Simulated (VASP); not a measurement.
A run of VASP 6.6.1:

The input INCAR:

```
PREC = Accurate
ENCUT = 520
EDIFF = 1E-6
ISMEAR = -1
SIGMA = 0.05
LREAL = False
LASPH = True
NELM = 60
ALGO = Normal
ISIF = 2
LWAVE = False
LCHARG = True
GGA = PE
LELF = True
LVHAR = True
NBANDS = 19
```

File KPOINTS:

```
regular mesh
0
Gamma
  10 10 5
```

POSCAR

```
Cd
1.0
    3.0372940483      0.0000000000      0.0000000000
   -1.5186470242      2.6303738046      0.0000000000
    0.0000000000      0.0000000000      5.7278279719
Cd
2
Direct
    0.6666666667      0.3333333333      0.7500000000
    0.3333333333      0.6666666667      0.2500000000
```

Potentials or basis: VASP PAW PBE potentials, release 64 (Cd).

Command:

```sh
$ cat potpaw_PBE.64/Cd/POTCAR > POTCAR
$ mpirun -np 1 vasp_std > vasp.out
```

Hardware: 1 thread of Intel(R) Xeon(R) Platinum 8488C (Sapphire Rapids), on a shared host.

Question: How long does it take, and how much memory?

Answer: Wall time 13 s on 1 thread of Intel(R) Xeon(R) Platinum 8488C (Sapphire Rapids), on a shared host, peak memory 0.18 GiB. Counts: scf iterations 11, k points 42.
